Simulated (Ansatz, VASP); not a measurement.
# Two plane-wave programs on CdAg2F6

The input INCAR:

```
PREC     = Accurate       # precision mode
ENCUT    = 520            # plane-wave cutoff, eV
EDIFF    = 1E-6           # SCF threshold, eV
ISMEAR   = 0              # smearing method
SIGMA    = 0.1            # smearing width, eV
LREAL    = F              # projectors in reciprocal space
LASPH    = T              # aspherical terms in the spheres
NELM     = 100            # most SCF steps
ALGO     = Fast           # electronic algorithm
ISIF     = 2              # what is computed and relaxed
LWAVE    = F              # write WAVECAR
LCHARG   = F              # write CHGCAR
GGA      = PE             # functional
NBANDS   = 48             # bands
```

KPOINTS

```
regular mesh
0
Gamma
  4 4 4
```

Contents of POSCAR:

```
CdAg2F6
1.0
    0.0000000000      4.0283893800      4.0283893800
    4.0283893800      0.0000000000      4.0283893800
    4.0283893800      4.0283893800      0.0000000000
Cd Ag F
1 2 6
Direct
    0.0000000000      0.0000000000      0.0000000000
    0.2500000000      0.2500000000      0.2500000000
    0.7500000000      0.7500000000      0.7500000000
    0.7500000000      0.2500000000      0.2500000000
    0.2500000000      0.7500000000      0.7500000000
    0.2500000000      0.7500000000      0.2500000000
    0.7500000000      0.2500000000      0.7500000000
    0.2500000000      0.2500000000      0.7500000000
    0.7500000000      0.7500000000      0.2500000000
```

Input for Ansatz:

```yaml
crystal:
  lattice:
    - [0.0, 4.02838938, 4.02838938]
    - [4.02838938, 0.0, 4.02838938]
    - [4.02838938, 4.02838938, 0.0]
  atoms:
    - { symbol: Cd, position: [0.0, 0.0, 0.0] }
    - { symbol: Ag, position: [0.25, 0.25, 0.25] }
    - { symbol: Ag, position: [0.75, 0.75, 0.75] }
    - { symbol: F, position: [0.75, 0.25, 0.25] }
    - { symbol: F, position: [0.25, 0.75, 0.75] }
    - { symbol: F, position: [0.25, 0.75, 0.25] }
    - { symbol: F, position: [0.75, 0.25, 0.75] }
    - { symbol: F, position: [0.25, 0.25, 0.75] }
    - { symbol: F, position: [0.75, 0.75, 0.25] }
basis:
  ecutwfc: 420
kpoints:
  mp_grid: { grid: [4, 4, 4] }
hamiltonian:
  xc: pbe
scf:
  occupations: { method: gaussian, width: 0.1 }
  lower_state_search: "off"
output:
  forces: true
  stress: true
  eigenvalues: true
```

Change from the starting cell: ordered vacancies on the cation sites of perovskite (Fm-3m, No. 225).

Alike in both runs: task single point; functional PBE; k mesh 4 × 4 × 4; occupations gaussian, width 0.1 eV; no spin polarisation.

```csv
,VASP,Ansatz
version,VASP 6.6.1,Ansatz 0.2.0
potentials or method,"VASP PAW PBE potentials, release 64 (Cd, Ag, F), cutoff 520 eV","scalar-relativistic, plane waves, PAW"
valence electrons in the cell,76,100
```

VASP gave:

| Property | Result |
| --- | --- |
| gap on the k mesh at the Fermi level (eV) | none |
| pressure (GPa) | 4.8 |

Q: Which values does Ansatz return?

A: gap on the k mesh at the Fermi level (eV): none; pressure (GPa): 3.8.

A gap of «none» marks a metal or a gap that the smearing closes. VASP's potentials hold 76 valence electrons a cell and Ansatz's 100, so a difference there can come from the potentials and not from the codes.
